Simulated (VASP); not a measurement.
Input of a VASP 6.6.1 run:

INCAR

```
SYSTEM = ZnS
PREC = Accurate ; ENCUT = 520
EDIFF = 1E-6 ; ISMEAR = 0
SIGMA = 0.01 ; LREAL = .False.
LASPH = .True. ; NELM = 60
ALGO = Normal ; ISIF = 2
LWAVE = .False. ; LCHARG = .True.
GGA = PE ; LELF = .True.
LVHAR = .True. ; NBANDS = 26
```

Contents of KPOINTS:

```
Automatic mesh
0
Gamma
  9 9 6
  0 0 0
```

The input POSCAR:

```
ZnS
1.0
    3.8451345355      0.0000000000      0.0000000000
   -1.9225672678      3.3299841887      0.0000000000
    0.0000000000      0.0000000000      6.3057239286
Zn S
2 2
Direct
    0.3333333333      0.6666666667     -0.0185797740
    0.6666666667      0.3333333333      0.4814202260
    0.3333333333      0.6666666667      0.3935797740
    0.6666666667      0.3333333333      0.8935797740
```

Potentials or basis: VASP PAW PBE potentials, release 64 (Zn, S).

Launch:

```sh
$ cat potpaw_PBE.64/Zn/POTCAR potpaw_PBE.64/S/POTCAR > POTCAR
$ mpirun -np 1 vasp_std > vasp.out
```

(1) Predict the band gap on the k mesh.

(2) Predict the largest force.

(3) Estimate the pressure.

Results:

(1) 2.15 eV, direct.

(2) 0.698 eV/Å.

(3) 1.6 GPa.
